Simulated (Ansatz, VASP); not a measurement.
## One calculation of Ge4P3Ru, two programs

```
Ge P Ru
1.0
     5.15507    0.00000    0.00000
     0.00000    5.15507    0.00000
     0.00000    0.00000    5.15507
Ge P Ru
4 3 1
Direct
  0.50000 0.00000 0.00000
  0.50000 0.50000 0.50000
  0.00000 0.00000 0.50000
  0.00000 0.50000 0.00000
  0.00000 0.50000 0.50000
  0.50000 0.50000 0.00000
  0.50000 0.00000 0.50000
  0.00000 0.00000 0.00000
```

Change from the starting cell: species swapped into the Zr4BN3 type (Pm-3m, No. 221).

Alike in both runs: functional PBE; k mesh 4 × 4 × 4; occupations gaussian, width 0.1 eV; no spin polarisation.

Ansatz relaxed the structure, and its values are those at the end. VASP's run is a single point on that final structure, the one shown.

|  | VASP | Ansatz |
| --- | --- | --- |
| version | VASP 6.6.1 | Ansatz 0.2.0 |
| potentials or method | VASP PAW PBE potentials, release 64 (Ge_d, P, Ru_pv), cutoff 520 eV | scalar-relativistic, plane waves, PAW |
| valence electrons in the cell | 85 | 87 |

|  | VASP | Ansatz | Ansatz less VASP |
| --- | --- | --- | --- |
| gap on the k mesh at the Fermi level (eV) | none | none | - |
| pressure (GPa) | 0.0 | 0.0 | 0.00 |

A gap of «none» marks a metal or a gap that the smearing closes. The functional is the same, so the differences come from potentials, cutoffs and numerics. VASP's potentials hold 85 valence electrons a cell and Ansatz's 87, so a difference there can come from the potentials and not from the codes.
